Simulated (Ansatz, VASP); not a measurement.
Ga in VASP and in Ansatz

POSCAR

```
Ga
1.0
    2.7217036785      0.0000000000      0.0000000000
    0.0000000000      3.2146183849      0.0000000000
   -1.3160064422      0.0000000000      3.9088161735
Ga
2
Direct
    0.1345962700      0.7500000000      0.7701668300
    0.8654037300      0.2500000000      0.2298331700
```

The input INCAR.step1:

```
SYSTEM = Ga
ALGO = Normal
EDIFF = 1E-4
ENCUT = 520
GGA = PE
ISMEAR = -1
LASPH = .True.
LCHARG = .False.
LREAL = .False.
LWAVE = .True.
NBANDS = 20
NELM = 100
PREC = Accurate
SIGMA = 0.05
```

File INCAR.step2:

```
SYSTEM = Ga
ALGO = Normal
EDIFF = 1E-7
ENCUT = 520
ISIF = 2
ISMEAR = -1
ISTART = 1
LASPH = .True.
LCHARG = .False.
LMIXTAU = .True.
LREAL = .False.
LWAVE = .False.
METAGGA = R2SCAN
NBANDS = 20
NELM = 100
PREC = Accurate
SIGMA = 0.05
```

The input KPOINTS:

```
k-points
0
Gamma
  10 8 7
  0 0 0
```

input.yaml

```yaml
crystal:
  lattice:
    - [2.7217036785, 0.0, 0.0]
    - [0.0, 3.2146183849, 0.0]
    - [-1.3160064422, 0.0, 3.9088161735]
  atoms:
    - { symbol: Ga, position: [0.13459627, 0.75, 0.77016683] }
    - { symbol: Ga, position: [0.86540373, 0.25, 0.22983317] }
hamiltonian:
  xc: r2scan
  pseudopotentials: { kind: paw }
kpoints:
  mp_grid: { grid: [10, 8, 7] }
scf:
  occupations: { method: fermi_dirac, width: 0.05 }
output:
  forces: true
  stress: true
  eigenvalues: true
```

Alike in both runs: task single point; functional r2SCAN; k mesh 10 × 8 × 7; occupations fermi-dirac, width 0.05 eV; no spin polarisation.

|  | VASP | Ansatz |
| --- | --- | --- |
| version | VASP 6.6.1 | Ansatz 0.2.0 |
| potentials or method | VASP PAW PBE potentials, release 64 (Ga_d) | Ansatz PAW |
| plane-wave cutoff (eV) | 520 | 500 |
| valence electrons in the cell | 26 | 26 |

|  | VASP | Ansatz | Ansatz less VASP |
| --- | --- | --- | --- |
| gap on the k mesh at the Fermi level (eV) | none | none | - |
| pressure (GPa) | 4.2 | 4.2 | 0.00 |
| traceless stress, the component that is largest in VASP (GPa) | 1.08 | 1.04 | -0.041 |
| rms of the force components (eV/Å) | 0.049 | 0.044 | -0.0043 |

VASP's potentials were made for PBE, not for r2SCAN. Atom by atom the forces differ by 0.007 eV/Å (rms over components). A gap of «none» marks a metal or a gap that the smearing closes.
